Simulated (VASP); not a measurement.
# LiTmH4 in VASP: single point with PBE

Aim: the single point of LiTmH4 with PBE.

All numbers are computed with VASP 6.6.1; they aren't measurements. Logs are shortened: lines on timing, memory, paths and dates and some standing lists are left out, and cuts for length are marked.

## Step 1: The cell of the first run

The typed cell holds 6 atoms: a = 3.435 Å, b = 3.435 Å, c = 5.635 Å, α = 107.75°, β = 107.75°, γ = 60.00°.

The cell was generated, and may not be a known phase.

## Step 2: Single point, PBE

The input, INCAR:

```
  PREC = Accurate
  ENCUT = 750
  EDIFF = 1E-6
  ISMEAR = 0
  SIGMA = 0.01
  LREAL = False
  LASPH = True
  NELM = 200
  ALGO = Normal
  ISIF = 2
  LWAVE = False
  LCHARG = False
  GGA = PE
  NBANDS = 17
  GGA_COMPAT = False
  LMAXMIX = 6
```

The input, KPOINTS:

```
regular mesh
0
Gamma
  12 12 12
```

The input, POSCAR:

```
LiTmH4
1.0
    2.9749172203     -1.7174648954     -0.0082396465
    2.9749172203      1.7174648954     -0.0082396465
   -1.9691315971      0.0000000000      5.2800164530
Li Tm H
1 1 4
Direct
    1.0316636491     -0.0316636491      0.0000000000
    0.5316720601      0.4683279399      0.5000000000
    0.1576716875      0.0943043466      0.3779613371
    0.9056956534      0.8423283125      0.6220386629
    0.3016853556      1.2382716456      0.8099149649
   -0.2382716456      0.6983146444      0.1900850351
```

Potentials or basis: VASP PAW PBE potentials, release 64 (Li_sv, Tm_3, H), 4f in core.

On the command line:

```sh
$ cat potpaw_PBE.64/Li_sv/POTCAR potpaw_PBE.64/Tm_3/POTCAR potpaw_PBE.64/H/POTCAR > POTCAR
$ mpirun -np 1 vasp_std > vasp.out
```

OUTCAR:

```text
PREC = Accurate
   ENCUT = 750
   EDIFF = 1E-6
   ISMEAR = 0
   LREAL = False
   LASPH = True
   NELM = 200
   ISIF = 2
   GGA = PE

 ion  position               nearest neighbor table
   1  0.032  0.968  0.000-
   2  0.532  0.468  0.500-   3 2.09   4 2.09   4 2.09   3 2.09   4 2.09   3 2.09
   3  0.158  0.094  0.378-   2 2.09   2 2.09   2 2.09
   4  0.906  0.842  0.622-   2 2.09   2 2.09   2 2.09
   5  0.302  0.238  0.810-
   6  0.762  0.698  0.190-

  LATTYP: Found a base centered monoclinic cell.
 ALAT       =     5.9498572620
 B/A-ratio  =     0.5773129740
 C/A-ratio  =     0.9471237169
 COS(beta)  =    -0.3520248004

  Lattice vectors:

 A1 = (   2.9749172203,  -1.7174648954,  -0.0082396465)
 A2 = (   2.9749172203,   1.7174648954,  -0.0082396465)
 A3 = (  -1.9691315971,   0.0000000000,   5.2800164530)

Analysis of symmetry for initial positions (statically):
=====================================================================
 Subroutine PRICEL returns:
 Original cell was already a primitive cell.

 Routine SETGRP: Setting up the symmetry group for a
 base centered monoclinic supercell.

 Subroutine GETGRP returns: Found  2 space group operations
 (whereof  2 operations were pure point group operations)
 out of a pool of  4 trial point group operations.

The static configuration has the point symmetry C_2 .

Analysis of symmetry for dynamics (positions and initial velocities):
=====================================================================
 Subroutine PRICEL returns:
 Original cell was already a primitive cell.

 Routine SETGRP: Setting up the symmetry group for a
 base centered monoclinic supercell.

 Subroutine GETGRP returns: Found  2 space group operations
 (whereof  2 operations were pure point group operations)
 out of a pool of  4 trial point group operations.

The dynamic configuration has the point symmetry C_2 .

 Subroutine INISYM returns: Found  2 space group operations
 (whereof  2 operations are pure point group operations),
 and found     1 'primitive' translations

----------------------------------------------------------------------------------------
[... 87 lines left out ...]
   dimension x,y,z NGXF=    64 NGYF=   64 NGZF=  100
   ions per type =               1   1   4
   NGX,Y,Z   is equivalent  to a cutoff of  15.49, 15.49, 14.75 a.u.
   NGXF,Y,Z  is equivalent  to a cutoff of  30.97, 30.97, 29.50 a.u.
 SYSTEM =  unknown system
   PREC   = accura    normal or accurate (medium, high low for compatibility)
   ISTART =      0    job   : 0-new  1-cont  2-samecut
   ICHARG =      2    charge: 1-file 2-atom 10-const
   ISPIN  =      1    spin polarized calculation?
   LNONCOLLINEAR =      F non collinear calculations
   LSORBIT =      F    spin-orbit coupling
   LASPH  =      T    aspherical Exc in radial PAW
   ENCUT  =  750.0 eV  55.12 Ry    7.42 a.u.   7.67  7.67 12.58*2*pi/ulx,y,z
   NELM   =    200;   NELMIN=  2; NELMDL= -5     # of ELM steps
   EDIFF  = 0.1E-05   stopping-criterion for ELM
   LREAL  =      F    real-space projection
[... 7 lines left out ...]
   TEBEG  =    0.0;   TEEND  =   0.0 temperature during run
   PSTRESS=    0.0 pullay stress
   NELECT =      16.0000    total number of electrons
   NUPDOWN=      -1.0000    fix difference up-down
   EMIN   =  10.00;   EMAX   =-10.00  energy-range for DOS
   EFERMI =   0.00;   METHOD = LEGACY
   ISMEAR =     0;   SIGMA  =   0.01  broadening in eV -4-tet -1-fermi 0-gaus
   EFERMI_NEDOS =   21; number of points for ismear=-14 and -15
   IALGO  =     38    algorithm
   IMIX   =      4    mixing-type and parameters
     AMIX     =   0.40;   BMIX     =  1.00
     AMIX_MAG =   1.60;   BMIX_MAG =  1.00
  volume/ion in A,a.u.               =       8.98        60.62
  Fermi-wavevector in a.u.,A,eV,Ry     =   1.092082  2.063735 16.226883  1.192642
  Thomas-Fermi vector in A             =   2.228340
   LORBIT       =      0    0 simple, 1 ext, 2 COOP (PROOUT), +10 PAW based schemes
   GGA     = PE    functional components
   LHFCALC =     F    Hartree Fock is set to
   AEXX    =    0.0000 exact exchange contribution
   IVDW    =     0    specifies the selected vdW correction
   LEPSILON=     F    determine dielectric tensor
   LRPA    =     F    only Hartree local field effects (RPA)
 non-spin polarized calculation
 Gauss-broadening in eV      SIGMA  =   0.01
  energy-cutoff  :      750.00
  volume of cell :       53.90
 maximum number of plane-waves:      2573
   NGX = 15   NGY = 15   NGZ = 25

 number of electron      16.0000002 magnetization

 Free energy of the ion-electron system (eV)
  ---------------------------------------------------
  ext. energy  EPLUGINS =         0.00000000
  ---------------------------------------------------
  free energy    TOTEN  =       -22.11564220 eV

  energy without entropy =      -22.11564220  energy(sigma->0) =      -22.11564220

 E-fermi :   2.9255     XC(G=0):  -9.5467

 val. band max:        2.8932521395   @ k =   0.0000   0.0000   0.0000
 cond. band min:       2.9588641254   @ k =   0.5000   0.5000   0.5000
 fundamental gap:      0.0656119859
 Fermi energy:         2.9254679332

 k-point     1 :       0.0000    0.0000    0.0000
  band No.  band energies     occupation
      1     -43.9071      2.00000
      2     -23.0814      2.00000
      3     -22.5377      2.00000
      4     -22.5377      2.00000
      5      -6.4772      2.00000
      6      -1.9527      2.00000
[... 457 lines left out ...]
      4     -22.7685      2.00000
      5      -2.8422      2.00000
      6      -2.1691      2.00000
[... 9 lines left out ...]
     16      10.9347      0.00000
     17      12.4139      0.00000

 [... further k-points ...]
[... 5 lines left out ...]
  --------------------------------------------------------------------------------------
  -------------------------------------------------------------------------------------
  Total        0.2450061      0.2443367      0.0048495      0.0000000      0.0000000     -0.0008908
  in kB        7.2829655      7.2630662      0.1441532      0.0000000      0.0000000     -0.0264793
  external PRESSURE =       4.8967283 kB  Pullay stress =       0.0000000 kB

 VOLUME and BASIS-vectors are now :
 -----------------------------------------------------------------------------
  energy-cutoff  :      750.00
  volume of cell :       53.90
      direct lattice vectors                 reciprocal lattice vectors
     2.974917220 -1.717464895 -0.008239646     0.168245690 -0.291126766  0.062745620
     2.974917220  1.717464895 -0.008239646     0.168245690  0.291126766  0.062745620
    -1.969131597  0.000000000  5.280016453     0.000525106  0.000000000  0.189589183

 POSITION                                       TOTAL-FORCE (eV/Angst)
 -----------------------------------------------------------------------------------
      2.97492      1.60870     -0.00824         0.000000     -0.000048      0.000000
      1.99035     -0.10879      2.63177        -0.000000     -0.000063      0.000000
      0.00535     -0.10883      1.99357        -0.000141      0.000042     -0.027881
      3.97535     -0.10883      3.26997         0.000141      0.000042      0.027881
      0.01150     -0.10891      4.27192        -0.000173      0.000014     -0.010988
      3.96920     -0.10891      0.99162         0.000173      0.000014      0.010988
 -----------------------------------------------------------------------------------
    total drift:                               -0.000000      0.000013      0.000000

  FREE ENERGIE OF THE ION-ELECTRON SYSTEM (eV)
  ---------------------------------------------------
  free  energy   TOTEN  =       -22.1156422035 eV

  energy  without entropy=      -22.1156422033  energy(sigma->0) =      -22.11564220
```

OSZICAR:

```text
N       E                     dE             d eps       ncg     rms          rms(c)
DAV:   1     0.609279227697E+02    0.60928E+02   -0.73750E+03 16200   0.115E+03
DAV:   2    -0.175383029218E+02   -0.78466E+02   -0.71870E+02 16473   0.287E+02
DAV:   3    -0.229566968485E+02   -0.54184E+01   -0.52449E+01 24934   0.527E+01
DAV:   4    -0.234082296581E+02   -0.45153E+00   -0.44944E+00 25978   0.121E+01
DAV:   5    -0.234193099431E+02   -0.11080E-01   -0.11075E-01 24557   0.174E+00    0.260E+01
DAV:   6    -0.223857689094E+02    0.10335E+01   -0.56067E-01 26606   0.584E+00    0.163E+01
DAV:   7    -0.221472328867E+02    0.23854E+00   -0.10690E+00 26655   0.721E+00    0.218E+00
DAV:   8    -0.221195429044E+02    0.27690E-01   -0.15377E-01 26790   0.333E+00    0.531E-01
DAV:   9    -0.221154555500E+02    0.40874E-02   -0.94042E-03 26370   0.913E-01    0.133E-01
DAV:  10    -0.221156001413E+02   -0.14459E-03   -0.75123E-04 21113   0.195E-01    0.114E-01
DAV:  11    -0.221156431541E+02   -0.43013E-04   -0.10162E-04 19972   0.669E-02    0.585E-02
DAV:  12    -0.221156413139E+02    0.18402E-05   -0.58023E-06 25436   0.188E-02    0.890E-03
DAV:  13    -0.221156422035E+02   -0.88957E-06   -0.31391E-06 21459   0.119E-02
   1 F= -.22115642E+02 E0= -.22115642E+02  d E =-.207504E-09
```

stdout:

```text
POSCAR found type information on POSCAR LiTmH
 POSCAR found :  3 types and       6 ions
 scaLAPACK will be used
 LDA part: xc-table for (Slater+PW92), standard interpolation
 POSCAR, INCAR and KPOINTS ok, starting setup
 FFT: planning ... GRIDC
 FFT: planning ... GRID_SOFT
 FFT: planning ... GRID
 WAVECAR not read
 entering main loop
```

It took 11 min on 1 thread of Intel Xeon Platinum 8488C (Sapphire Rapids), shared host; peak memory 0.82 GiB.

Results:

| Quantity | Value |
| --- | --- |
| Free energy | -22.1156 eV |
| Pressure | 0.5 GPa |
| Largest force | 0.028 eV/Å |
| Band gap on the k mesh | 0.07 eV (least direct gap 1.40 eV) |

Forces on the atoms (eV/Å):
```
Li   0.000  0.000  0.000
Tm   0.000  0.000  0.000
H    0.000  0.000 -0.028
H    0.000  0.000  0.028
H    0.000  0.000 -0.011
H    0.000  0.000  0.011
```

Stress tensor (GPa, compression positive):
```
0.73 0.00 0.00
0.00 0.73 0.00
0.00 0.00 0.01
```

Levels at points of the mesh, in eV from the valence-band top:
```
           k point  band 6  band 7  band 8  band 9  band 10  band 11
(0.00, 0.00, 0.00)   -4.85   -4.05    0.00    1.40     1.40     3.98
(0.50, 0.00, 0.00)   -5.29   -4.96   -1.40    0.07     2.32     3.05
(0.50, 0.50, 0.00)   -5.20   -4.48   -3.09    1.06     2.88     3.88
(0.00, 0.00, 0.50)   -6.45   -1.59   -0.76    1.35     1.35     3.76
(0.50, 0.00, 0.50)   -5.20   -4.48   -3.09    1.06     2.88     3.88
(0.50, 0.50, 0.50)   -5.29   -4.96   -1.40    0.07     2.32     3.05
```

Caveat: spin-orbit coupling is left out, which moves the levels of the heavy elements; the 4f electrons are frozen in the core, so they carry no moment and show no levels. Spin polarisation is off, so any magnetic state and its effect on volume and gap are missing.
